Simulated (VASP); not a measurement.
Input of a VASP 6.6.1 run:

Contents of INCAR:

```
SYSTEM = NaTmI4
ALGO = Normal
EDIFF = 1E-6
ENCUT = 500
GGA = PE
GGA_COMPAT = .FALSE.
ISIF = 2
ISMEAR = 0
LASPH = .TRUE.
LCHARG = .FALSE.
LMAXMIX = 6
LREAL = .FALSE.
LWAVE = .FALSE.
NBANDS = 31
NELM = 200
PREC = Accurate
SIGMA = 0.1
```

File KPOINTS:

```
k-points
0
G
  3 3 4
  0 0 0
```

The input POSCAR:

```
NaTmI4
1.0
    6.2066901600      0.0000000000      0.0000000000
   -3.1033450800      5.3751513500      0.0000000000
    0.0000000000      0.0000000000      7.3761553400
Na Tm I
1 1 4
Direct
    0.0000000000      0.0000000000      0.5000000000
    0.0000000000      0.0000000000      0.0000000000
    0.3333333300      0.6666666700      0.0000000000
    0.6666666700      0.3333333300      0.0000000000
    0.3333333300      0.6666666700      0.5000000000
    0.6666666700      0.3333333300      0.5000000000
```

Potentials or basis: VASP PAW PBE potentials, release 64 (Na_pv, Tm_3, I), 4f in core.

Command:

```sh
$ cat potpaw_PBE.64/Na_pv/POTCAR potpaw_PBE.64/Tm_3/POTCAR potpaw_PBE.64/I/POTCAR > POTCAR
$ mpirun -np 1 vasp_std > vasp.out
```

Q: Estimate the band gap on the k mesh.

A: Zero (bands 22 and 23 overlap by 0.47 eV).

Q: Estimate the pressure.

A: -1.5 GPa.

Stress tensor (GPa, compression positive):
```
-4.08  0.00  0.00
 0.00 -4.08  0.00
 0.00  0.00  3.73
```

Caveat: the k points lie up to 0.39 Å⁻¹ apart; spin-orbit coupling is left out, which moves the levels of the heavy elements; the 4f electrons are frozen in the core, so they carry no moment and show no levels; the run has no spin polarisation, though such a crystal can be magnetic. Spin polarisation is off, so any magnetic state and its effect on volume and gap are missing.
